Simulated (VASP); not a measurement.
# TiCo (Pm-3m) in VASP: notebook

Aim: see how the results for TiCo move with the level of theory and the settings. Levels: PBE, BLYP+D3(BJ), RPBE+D3(BJ), PBEsol. Tasks: single point, relaxation of cell and atoms.

Program: VASP 6.6.1. These are calculated values, not measurements. Logs are shortened: lines on timing, memory, paths and dates and some standing lists are left out, and cuts for length are marked.

## 1. The cell of the first run

The structure is cubic, space group Pm-3m (No. 221). Conventional cell: a = 2.983 Å, b = 2.983 Å, c = 2.983 Å, α = 90.00°, β = 90.00°, γ = 90.00°. Co (site symmetry m-3m) has 8 Ti at 2.58 Å and 6 Co at 2.98 Å within 3.4 Å. Ti (site symmetry m-3m) has 8 Co at 2.58 Å and 6 Ti at 2.98 Å within 3.4 Å.

## 2. Single point, PBE, collinear spin, ferromagnetic start

INCAR reads:

```
SYSTEM = TiCo
PREC = Accurate
ENCUT = 520
EDIFF = 1E-7
ISMEAR = -1
SIGMA = 0.05
LREAL = .False.
LASPH = .True.
NELM = 150
ALGO = Normal
ISIF = 2
LWAVE = .False.
LCHARG = .False.
ISPIN = 2
MAGMOM = 2 1
LORBIT = 11
LMAXMIX = 4
GGA = PE
NBANDS = 22
```

KPOINTS reads:

```
Automatic mesh
0
Gamma
  9 9 9
  0 0 0
```

POSCAR reads:

```
TiCo
1.0
    2.9832790407      0.0000000000      0.0000000000
    0.0000000000      2.9832790407      0.0000000000
    0.0000000000      0.0000000000      2.9832790407
Co Ti
1 1
Direct
    0.5000000000      0.5000000000      0.5000000000
    0.0000000000      0.0000000000      0.0000000000
```

Potentials or basis: VASP PAW PBE potentials, release 64 (Co, Ti_sv).

Started as:

```sh
$ cat potpaw_PBE.64/Co/POTCAR potpaw_PBE.64/Ti_sv/POTCAR > POTCAR
$ mpirun -np 1 vasp_std > vasp.out
```

OUTCAR:

```text
SYSTEM = TiCo
   PREC = Accurate
   ENCUT = 520
   EDIFF = 1E-7
   ISMEAR = -1
   LREAL = .False.
   LASPH = .True.
   NELM = 150
   ISIF = 2
   ISPIN = 2
   LORBIT = 11
   GGA = PE

 ion  position               nearest neighbor table
   1  0.500  0.500  0.500-   2 2.58   2 2.58   2 2.58   2 2.58   2 2.58   2 2.58   2 2.58   2 2.58

   2  0.000  0.000  0.000-   1 2.58   1 2.58   1 2.58   1 2.58   1 2.58   1 2.58   1 2.58   1 2.58

  LATTYP: Found a simple cubic cell.
 ALAT       =     2.9832790407

  Lattice vectors:

 A1 = (   2.9832790407,   0.0000000000,   0.0000000000)
 A2 = (   0.0000000000,   2.9832790407,   0.0000000000)
 A3 = (   0.0000000000,   0.0000000000,   2.9832790407)

Analysis of symmetry for initial positions (statically):
=====================================================================
 Subroutine PRICEL returns:
 Original cell was already a primitive cell.

 Routine SETGRP: Setting up the symmetry group for a
 simple cubic supercell.

 Subroutine GETGRP returns: Found 48 space group operations
 (whereof 48 operations were pure point group operations)
 out of a pool of 48 trial point group operations.

The static configuration has the point symmetry O_h .

Analysis of symmetry for dynamics (positions and initial velocities):
=====================================================================
 Subroutine PRICEL returns:
 Original cell was already a primitive cell.

 Routine SETGRP: Setting up the symmetry group for a
 simple cubic supercell.

 Subroutine GETGRP returns: Found 48 space group operations
 (whereof 48 operations were pure point group operations)
 out of a pool of 48 trial point group operations.

The dynamic configuration has the point symmetry O_h .

Analysis of structural, dynamic, and magnetic symmetry:
=====================================================================
 Subroutine PRICEL returns:
 Original cell was already a primitive cell.

 Routine SETGRP: Setting up the symmetry group for a
 simple cubic supercell.

 Subroutine GETGRP returns: Found 48 space group operations
 (whereof 48 operations were pure point group operations)
 out of a pool of 48 trial point group operations.

The overall configuration has the point symmetry O_h .

 Subroutine INISYM returns: Found 48 space group operations
 (whereof 48 operations are pure point group operations),
 and found     1 'primitive' translations

----------------------------------------------------------------------------------------

                                     Primitive cell

  volume of cell :      26.5510

  direct lattice vectors                    reciprocal lattice vectors
     2.983279041  0.000000000  0.000000000     0.335201631  0.000000000  0.000000000
     0.000000000  2.983279041  0.000000000     0.000000000  0.335201631  0.000000000
     0.000000000  0.000000000  2.983279041     0.000000000  0.000000000  0.335201631

  length of vectors
     2.983279041  2.983279041  2.983279041     0.335201631  0.335201631  0.335201631

  position of ions in fractional coordinates (direct lattice)
     0.500000000  0.500000000  0.500000000
     0.000000000  0.000000000  0.000000000

  ion indices of the primitive-cell ions
   primitive index   ion index
                 1           1
                 2           2

----------------------------------------------------------------------------------------

 KPOINTS: Automatic mesh

Automatic generation of k-mesh.
 Grid dimensions read from file:
 generate k-points for:    9    9    9

 Generating k-lattice:

  Cartesian coordinates                     Fractional coordinates (reciprocal lattice)
     0.037244626  0.000000000  0.000000000     0.111111111  0.000000000  0.000000000
     0.000000000  0.037244626  0.000000000     0.000000000  0.111111111  0.000000000
     0.000000000  0.000000000  0.037244626     0.000000000  0.000000000  0.111111111

  Length of vectors
     0.037244626  0.037244626  0.037244626

  Shift w.r.t. Gamma in fractional coordinates (k-lattice)
     0.000000000  0.000000000  0.000000000

 Subroutine IBZKPT returns following result:
 ===========================================

 Found     35 irreducible k-points:

 Following reciprocal coordinates:
            Coordinates               Weight
  0.000000  0.000000  0.000000      1.000000
  0.111111  0.000000  0.000000      6.000000
  0.222222  0.000000  0.000000      6.000000
  0.333333  0.000000  0.000000      6.000000
  0.444444  0.000000  0.000000      6.000000
  0.111111  0.111111  0.000000     12.000000
[... 16 lines left out ...]
  0.333333  0.333333  0.111111     24.000000
  0.444444  0.333333  0.111111     48.000000
 [... further k-points ...]
   k-points           NKPTS =     35   k-points in BZ     NKDIM =     35   number of bands    NBANDS=     22
   number of dos      NEDOS =    301   number of ions     NIONS =      2
   total plane-waves  NPLWV =  13824
   dimension x,y,z NGX =    24 NGY =   24 NGZ =   24
   dimension x,y,z NGXF=    48 NGYF=   48 NGZF=   48
   ions per type =               1   1
   NGX,Y,Z   is equivalent  to a cutoff of  13.37, 13.37, 13.37 a.u.
   NGXF,Y,Z  is equivalent  to a cutoff of  26.75, 26.75, 26.75 a.u.
 SYSTEM =  TiCo
   PREC   = accura    normal or accurate (medium, high low for compatibility)
   ISTART =      0    job   : 0-new  1-cont  2-samecut
   ICHARG =      2    charge: 1-file 2-atom 10-const
   ISPIN  =      2    spin polarized calculation?
   LNONCOLLINEAR =      F non collinear calculations
   LSORBIT =      F    spin-orbit coupling
   LASPH  =      T    aspherical Exc in radial PAW
   ENCUT  =  520.0 eV  38.22 Ry    6.18 a.u.   5.55  5.55  5.55*2*pi/ulx,y,z
   NELM   =    150;   NELMIN=  2; NELMDL= -5     # of ELM steps
   EDIFF  = 0.1E-06   stopping-criterion for ELM
   LREAL  =      F    real-space projection
   EDIFFG = 0.1E-05   stopping-criterion for IOM
   NSW    =      0    number of steps for IOM
   IBRION =     -1    ionic relax: 0-MD 1-quasi-New 2-CG
   NFREE  =      0    steps in history (QN), initial steepest desc. (CG)
   ISIF   =      2    stress and relaxation
   ISYM   =      2    0-nonsym 1-usesym 2-fastsym
   POTIM  = 0.5000    time-step for ionic-motion
   TEBEG  =    0.0;   TEEND  =   0.0 temperature during run
   PSTRESS=    0.0 pullay stress
   NELECT =      21.0000    total number of electrons
   NUPDOWN=      -1.0000    fix difference up-down
   EMIN   =  10.00;   EMAX   =-10.00  energy-range for DOS
   EFERMI =   0.00;   METHOD = LEGACY
   ISMEAR =    -1;   SIGMA  =   0.05  broadening in eV -4-tet -1-fermi 0-gaus
   EFERMI_NEDOS =   21; number of points for ismear=-14 and -15
   IALGO  =     38    algorithm
   IMIX   =      4    mixing-type and parameters
     AMIX     =   0.40;   BMIX     =  1.00
     AMIX_MAG =   1.60;   BMIX_MAG =  1.00
  volume/ion in A,a.u.               =      13.28        89.59
  Fermi-wavevector in a.u.,A,eV,Ry     =   1.513982  2.861011 31.186479  2.292142
  Thomas-Fermi vector in A             =   2.623700
   LORBIT       =     11    0 simple, 1 ext, 2 COOP (PROOUT), +10 PAW based schemes
   GGA     = PE    functional components
   LHFCALC =     F    Hartree Fock is set to
   AEXX    =    0.0000 exact exchange contribution
   IVDW    =     0    specifies the selected vdW correction
   LEPSILON=     F    determine dielectric tensor
   LRPA    =     F    only Hartree local field effects (RPA)
 spin polarized calculation
  energy-cutoff  :      520.00
  volume of cell :       26.55
 maximum number of plane-waves:       739
 NGX is ok and might be reduce to    24
   NGX = 11   NGY = 11   NGZ = 11

 number of electron      20.9999983 magnetization       0.7882029

 Free energy of the ion-electron system (eV)
  ---------------------------------------------------
  ext. energy  EPLUGINS =         0.00000000
  ---------------------------------------------------
  free energy    TOTEN  =       -15.68365407 eV

  energy without entropy =      -15.66607433  energy(sigma->0) =      -15.67486420

 E-fermi :   9.9896     XC(G=0): -12.5894

 val. band max:        9.9738000507   @ k =   0.3333   0.3333   0.2222
 cond. band min:       9.9901671642   @ k =   0.3333   0.2222   0.0000
 fundamental gap:      0.0163671136
 Fermi energy:         9.9896112023

 spin component 1

 k-point     1 :       0.0000    0.0000    0.0000
  band No.  band energies     occupation
      1     -47.1799      1.00000
      2     -23.2721      1.00000
      3     -23.2721      1.00000
      4     -23.2721      1.00000
      5       2.2734      1.00000
      6       5.8124      1.00000
[... 14 lines left out ...]
     21      29.3524      0.00000
     22      30.9322      0.00000
[... 552 lines left out ...]
  band No.  band energies     occupation
      1     -47.1237      1.00000
      2     -23.5252      1.00000
      3     -23.4553      1.00000
      4     -23.2623      1.00000
      5       5.7178      1.00000
      6       6.3146      1.00000
[... 14 lines left out ...]
     21      26.7950      0.00000
     22      29.8131      0.00000

 [... further k-points ...]

 spin component 2

 k-point     1 :       0.0000    0.0000    0.0000
  band No.  band energies     occupation
      1     -47.1903      1.00000
      2     -23.2831      1.00000
      3     -23.2831      1.00000
      4     -23.2831      1.00000
      5       2.2569      1.00000
      6       6.4257      1.00000
[... 14 lines left out ...]
     21      29.4975      0.00000
     22      30.8150      0.00000
[... 552 lines left out ...]
  band No.  band energies     occupation
      1     -47.1336      1.00000
      2     -23.5390      1.00000
      3     -23.4684      1.00000
      4     -23.2735      1.00000
      5       6.0038      1.00000
      6       6.5798      1.00000
[... 14 lines left out ...]
     21      26.8294      0.00000
     22      29.7854      0.00000

 [... further k-points ...]

------------------------ aborting loop because EDIFF is reached ----------------------------------------

  FORCE on cell =-STRESS in cart. coord.  units (eV):
  Direction    XX          YY          ZZ          XY          YZ          ZX
  --------------------------------------------------------------------------------------
  -------------------------------------------------------------------------------------
  Total       -0.1116770     -0.1116770     -0.1116770     -0.0000000      0.0000000     -0.0000000
  in kB       -6.7389558     -6.7389558     -6.7389558     -0.0000000      0.0000000     -0.0000000
  external PRESSURE =      -6.7389558 kB  Pullay stress =       0.0000000 kB

 VOLUME and BASIS-vectors are now :
 -----------------------------------------------------------------------------
  energy-cutoff  :      520.00
  volume of cell :       26.55
      direct lattice vectors                 reciprocal lattice vectors
     2.983279041  0.000000000  0.000000000     0.335201631  0.000000000  0.000000000
     0.000000000  2.983279041  0.000000000     0.000000000  0.335201631  0.000000000
     0.000000000  0.000000000  2.983279041     0.000000000  0.000000000  0.335201631

 POSITION                                       TOTAL-FORCE (eV/Angst)
 -----------------------------------------------------------------------------------
      1.49164      1.49164      1.49164         0.000000      0.000000      0.000000
      0.00000      0.00000      0.00000         0.000000      0.000000      0.000000
 -----------------------------------------------------------------------------------
    total drift:                                0.000000      0.000000     -0.000000

  FREE ENERGIE OF THE ION-ELECTRON SYSTEM (eV)
  ---------------------------------------------------
  free  energy   TOTEN  =       -15.6836540729 eV

  energy  without entropy=      -15.6660743338  energy(sigma->0) =      -15.67486420

 total charge

# of ion       s       p       d       tot
------------------------------------------
    1        0.525   0.459   7.309   8.294
    2        2.247   6.180   1.863  10.290
--------------------------------------------------
tot          2.772   6.639   9.172  18.583

 magnetization (x)

# of ion       s       p       d       tot
------------------------------------------
    1        0.025  -0.007   0.851   0.869
    2       -0.003  -0.013  -0.013  -0.029
--------------------------------------------------
tot          0.023  -0.020   0.837   0.840
```

Run time: 20 s. Hardware: 1 thread of Intel Xeon 6975P-C (Granite Rapids), shared host; peak memory 0.16 GiB.

Results:

```
Free energy                                           : -15.6837 eV
Pressure                                              : -0.7 GPa
Net moment                                            : 0.79 μB per cell
Site moments                                          : Co +0.87; Ti -0.03 μB
Valence electrons inside the program's atomic spheres : Co 8.29; Ti 10.29
```

Levels at points of the mesh, in eV from the Fermi level:
Spin up:
| k point | band 9 | band 10 | band 11 | band 12 | band 13 | band 14 |
| --- | --- | --- | --- | --- | --- | --- |
| (0.00, 0.00, 0.00) | -1.87 | -1.87 | 0.48 | 0.48 | 2.65 | 2.65 |
Spin down:
```tsv
k point	band 7	band 8	band 9	band 10	band 11	band 12	band 13	band 14
(0.00, 0.00, 0.00)	-3.56	-1.36	-1.36	-1.36	0.99	0.99	2.75	2.75
```

## 3. Relaxation of cell and atoms, BLYP+D3(BJ), collinear spin, ferromagnetic start

This run uses another cell than the first one, of 13.31 Å³/atom.

INCAR reads:

```
SYSTEM = TiCo
PREC     = Accurate       ! precision mode
ENCUT    = 600            ! plane-wave cutoff, eV
EDIFF    = 1E-6           ! SCF threshold, eV
ISMEAR   = -1             ! smearing method
SIGMA    = 0.05           ! smearing width, eV
LREAL    = .False.        ! projectors in reciprocal space
LASPH    = .True.         ! aspherical terms in the spheres
NELM     = 150            ! most SCF steps
ALGO     = Normal         ! electronic algorithm
ISIF     = 3              ! what is computed and relaxed
LWAVE    = .False.        ! write WAVECAR
LCHARG   = .False.        ! write CHGCAR
ISPIN    = 2              ! spin polarisation
MAGMOM   = 2 1            ! initial moments
LORBIT   = 11             ! projections on sites
LMAXMIX  = 4              ! l up to which the mixer works
GGA      = B5             ! functional
ALDAX    = 1.0          
AGGAX    = 1.0          
AGGAC    = 1.0          
ALDAC    = 0.0          
IVDW     = 12             ! dispersion correction
VDW_S6   = 1.0          
VDW_S8   = 2.6996       
VDW_A1   = 0.4298       
VDW_A2   = 4.2359       
IBRION   = 2              ! ionic algorithm
NSW      = 80             ! ionic steps
EDIFFG   = -0.02          ! ionic threshold
```

KPOINTS reads:

```
regular mesh
0
Gamma
  9 9 9
  0 0 0
```

POSCAR reads:

```
TiCo
1.0
    2.9861109900      0.0000000000      0.0000000000
    0.0000000000      2.9861109900      0.0000000000
    0.0000000000      0.0000000000      2.9861109900
Co Ti
1 1
Direct
    0.5000000000      0.5000000000      0.5000000000
    0.0000000000      0.0000000000      0.0000000000
```

Potentials or basis: VASP PAW PBE potentials, release 64 (Co, Ti_sv).

Started as:

```sh
$ cat potpaw_PBE.64/Co/POTCAR potpaw_PBE.64/Ti_sv/POTCAR > POTCAR
$ mpirun -np 1 vasp_std > vasp.out
```

Wall time 59 s (1 thread of Intel Xeon 6975P-C (Granite Rapids), shared host); peak memory 0.18 GiB.

It converged, with:

```
Free energy                                           : -16.2533 eV
Relaxed volume                                        : 12.41 Å³/atom
Relaxed cell                                          : a = 2.917 Å, b = 2.917 Å, c = 2.917 Å, α = 90.00°, β = 90.00°, γ = 90.00°
Space group after relaxing (to 0.1 Å)                 : Pm-3m (No. 221)
Energy gained by relaxing                             : 35.2 meV/atom
Ionic steps                                           : 3
Pressure after relaxing                               : -0.1 GPa
Net moment                                            : 0.59 μB per cell
Site moments                                          : Co +0.60; Ti +0.01 μB
Valence electrons inside the program's atomic spheres : Co 8.46; Ti 10.44
Dispersion energy per atom                            : -1.353 eV
```

The path:
```csv
step,energy change (eV),largest force (eV/Å),pressure (GPa),volume (Å³)
1,0.0000,0.0000,-11.56,26.63
2,0.0095,0.0000,16.12,23.09
3,-0.0703,0.0000,-0.08,24.82
```

Final structure:
```yaml
crystal:
  lattice:
    - [2.91699, 0.00000, 0.00000]
    - [0.00000, 2.91699, 0.00000]
    - [0.00000, 0.00000, 2.91699]
  atoms:
    - { symbol: Co, position: [0.50000, 0.50000, 0.50000] }
    - { symbol: Ti, position: [0.00000, 0.00000, 0.00000] }
```

Levels at points of the mesh, in eV from the Fermi level:
Spin up:
```
           k point  band 6  band 7  band 8  band 9  band 10  band 11  band 12  band 13  band 14  band 15
(0.00, 0.00, 0.00)   -4.38   -4.38   -1.90   -1.90    -1.90     0.58     0.58     2.77     2.77     2.77
```
Spin down:
```csv
k point,band 8,band 9,band 10,band 11,band 12,band 13
"(0.00, 0.00, 0.00)",-1.57,-1.57,-1.57,0.95,0.95,2.86
```

Caveat: the PAW data sets were made with another functional, which shifts forces and pressure a little.

(Continued in part 2 of 2.)
